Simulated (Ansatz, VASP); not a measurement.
**Si5PdW: VASP beside Ansatz**

```xyz
7
Lattice="3.8265 0.0000 0.0000 0.0000 3.8265 0.0000 0.0000 0.0000 7.1697" Properties=species:S:1:pos:R:3 pbc="T T T"
Si    1.9133    0.0000    5.4763
Si    1.9133    0.0000    1.6934
Si    0.0000    1.9133    5.4763
Si    0.0000    1.9133    1.6934
Si    0.0000    0.0000    3.5848
Pd    0.0000    0.0000    0.0000
W     1.9133    1.9133    3.5848
```

Change from the starting cell: species swapped into the BaYF5 type (P4/mmm, No. 123).

Alike in both runs: functional PBE; k mesh 4 × 4 × 3; occupations gaussian, width 0.2 eV; no spin polarisation.

Ansatz relaxed the structure, and its values are those at the end. VASP's run is a single point on that final structure, the one shown.

|  | VASP | Ansatz |
| --- | --- | --- |
| version | VASP 6.6.1 | Ansatz 0.2.0 |
| potentials or method | VASP PAW PBE potentials, release 64 (Si, Pd, W_sv), cutoff 520 eV | scalar-relativistic, plane waves, PAW |
| valence electrons in the cell | 44 | 52 |

|  | VASP | Ansatz | Ansatz less VASP |
| --- | --- | --- | --- |
| gap on the k mesh at the Fermi level (eV) | none | none | - |
| pressure (GPa) | 0.1 | 0.1 | 0.00 |
| rms of the force components (eV/Å) | 0.005 | 0.004 | -0.0013 |

A gap of «none» marks a metal or a gap that the smearing closes. The functional is the same, so the differences come from potentials, cutoffs and numerics. VASP's potentials hold 44 valence electrons a cell and Ansatz's 52, so a difference there can come from the potentials and not from the codes.

The k mesh is coarse, so the values compare programs but aren't converged. Spin-orbit coupling is off throughout.
